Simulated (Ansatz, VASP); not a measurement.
One calculation of As, two programs

```
As
1.0
     3.57490    0.00000    0.00000
    -1.78745    3.09596    0.00000
     0.00000    0.00000   26.41564
As
2
Direct
  0.33333 0.66667 0.32062
  0.66667 0.33333 0.37245
```

Alike in both runs: task single point; functional PBE; k mesh 12 × 12 × 1; occupations fermi-dirac, width 0.02 eV; no spin polarisation.

```csv
,VASP,Ansatz
version,VASP 6.6.1,Ansatz 0.2.0
potentials or method,"VASP PAW PBE potentials, release 64 (As_d)","plane waves, PAW"
plane-wave cutoff (eV),400,420
valence electrons in the cell,30,30
```

```tsv
	VASP	Ansatz	Ansatz less VASP
gap on the k mesh at the Fermi level (eV)	1.68	1.68	-0.004
rms of the force components (eV/Å)	0.242	0.228	-0.0147
```

Atom by atom the forces differ by 0.015 eV/Å (rms over components). With one functional, cell and mesh, what is left measures potentials, basis and numerics.
